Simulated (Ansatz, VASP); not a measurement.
AgO in VASP and in Ansatz

INCAR

```
  PREC = Accurate
  ENCUT = 520
  EDIFF = 1E-7
  ISMEAR = 0
  SIGMA = 0.15
  LREAL = F
  LASPH = T
  NELM = 80
  ALGO = Normal
  ISIF = 2
  LWAVE = F
  LCHARG = F
  GGA = PS
  NBANDS = 16
```

File KPOINTS:

```
Automatic mesh
0
Gamma
  18 18 18
```

File POSCAR:

```
AgO
1.0
    0.0000000000      2.4682000000      2.4080000000
    2.4682000000      0.0000000000      2.4080000000
    2.4682000000      2.4682000000      0.0000000000
Ag O
1 1
Direct
    0.0000000000      0.0000000000      0.0000000000
    0.7500000000      0.7500000000      0.7500000000
```

Input for Ansatz:

```yaml
crystal:
  lattice:
    - [0.0, 2.4682, 2.408]
    - [2.4682, 0.0, 2.408]
    - [2.4682, 2.4682, 0.0]
  atoms:
    - { symbol: Ag, position: [0.0, 0.0, 0.0] }
    - { symbol: O, position: [0.75, 0.75, 0.75] }
basis:
  ecutwfc: 420
kpoints:
  mp_grid: { grid: [18, 18, 18] }
hamiltonian:
  xc: pbesol
scf:
  occupations: { method: gaussian, width: 0.15 }
output:
  forces: true
  stress: true
  eigenvalues: true
```

Change from the starting cell: strain +0.025 along x and y, +0.000 along z, atoms carried along.

Alike in both runs: task single point; functional PBEsol; k mesh 18 × 18 × 18; occupations gaussian, width 0.15 eV; no spin polarisation.

|  | VASP | Ansatz |
| --- | --- | --- |
| version | VASP 6.6.1 | Ansatz 0.2.0 |
| potentials or method | VASP PAW PBE potentials, release 64 (Ag, O), cutoff 520 eV | scalar-relativistic, plane waves, PAW |
| valence electrons in the cell | 17 | 25 |

```tsv
	VASP	Ansatz	Ansatz less VASP
gap on the k mesh at the Fermi level (eV)	none	none	-
pressure (GPa)	3.7	3.9	+0.19
traceless stress, the component that is largest in VASP (GPa)	-0.27	-0.27	-0.003
```

VASP's potentials were made for PBE, not for PBEsol. A gap of «none» marks a metal or a gap that the smearing closes. The functional is the same, so the differences come from potentials, cutoffs and numerics. VASP's potentials hold 17 valence electrons a cell and Ansatz's 25, so a difference there can come from the potentials and not from the codes.
